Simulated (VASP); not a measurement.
A run of VASP 6.6.1 is set up as follows.

Contents of INCAR:

```
PREC     = Accurate       # precision mode
ENCUT    = 520            # plane-wave cutoff, eV
EDIFF    = 1E-6           # SCF threshold, eV
ISMEAR   = 0              # smearing method
SIGMA    = 0.05           # smearing width, eV
LREAL    = F              # projectors in reciprocal space
LASPH    = T              # aspherical terms in the spheres
NELM     = 150            # most SCF steps
ALGO     = Normal         # electronic algorithm
ISIF     = 2              # what is computed and relaxed
LWAVE    = F              # write WAVECAR
LCHARG   = F              # write CHGCAR
LMAXMIX  = 4              # l up to which the mixer works
LDAU     = T              # DFT+U
LDAUTYPE = 2            
LDAUL    = 2 -1           # shell
LDAUU    = 4 0            # U, eV
LDAUJ    = 0 0          
LDAUPRINT= 1            
GGA      = PE             # functional
NBANDS   = 33             # bands
```

KPOINTS

```
regular mesh
0
Gamma
  6 6 10
```

POSCAR

```
TiO2
1.0
    4.6403824120      0.0000000000      0.0000000000
    0.0000000000      4.6403824120      0.0000000000
    0.0000000000      0.0000000000      3.0063836717
Ti O
2 4
Direct
    0.0000000000      0.0000000000      0.0389117058
    0.5000000000      0.5000000000      0.5389117058
    0.3056475955      0.3056475955     -0.0582094700
    0.1943524045      0.8056475955      0.4417905300
    0.6943524045      0.6943524045     -0.0582094700
    0.8056475955      0.1943524045      0.4417905300
```

Potentials or basis: VASP PAW PBE potentials, release 64 (Ti_sv, O).

Run with:

```sh
$ cat potpaw_PBE.64/Ti_sv/POTCAR potpaw_PBE.64/O/POTCAR > POTCAR
$ mpirun -np 1 vasp_std > vasp.out
```

Predict the pressure.

16.6 GPa.

Estimate the band gap on the k mesh.

3.08 eV (least direct gap 3.51 eV).

Stress tensor (GPa, compression positive):
```
14.48  0.00  0.00
 0.00 14.48  0.00
 0.00  0.00 20.93
```

Caveat: the cell differs from its parent crystal (atoms displaced along a vibrational mode); the cell stands under pressure; forces of over 1 eV/Å act on the atoms, so gaps and moduli don't describe the material at rest. A k mesh can miss the band edges.
